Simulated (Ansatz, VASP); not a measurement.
**InO2 in VASP and in Ansatz**

```
CELL_PARAMETERS angstrom
0.00000 2.64763 2.64763
2.64763 0.00000 2.64763
2.64763 2.64763 0.00000
ATOMIC_POSITIONS crystal
In 0.00000 0.00000 0.00000
O 0.25000 0.25000 0.25000
O 0.50000 0.50000 0.50000
```

Alike in both runs: task relaxation of cell and atoms; functional PBE; k mesh 16 × 16 × 16; occupations gaussian, width 0.1 eV; collinear spin.

|  | VASP | Ansatz |
| --- | --- | --- |
| version | VASP 6.6.1 | Ansatz 0.2.0 |
| potentials or method | VASP PAW PBE potentials, release 64 (In_d, O), cutoff 600 eV | scalar-relativistic, plane waves, PAW |
| valence electrons in the cell | 25 | 25 |

```tsv
	VASP	Ansatz	Ansatz less VASP
gap on the k mesh at the Fermi level, each at its own relaxed structure (eV)	none	none	-
net moment per atom (μB)	0.34	0.34	0.000
size of the moment on the site where the two differ most (μB)	0.61	0.69	+0.079
relaxed volume (Å³/atom)	12.39	12.39	-0.001
relaxed length of the cell vector where the two differ most in proportion (Å)	3.746	3.746	-0.0001
```

Site moments also hang on the region over which each program counts them. A gap of «none» marks a metal or a gap that the smearing closes.
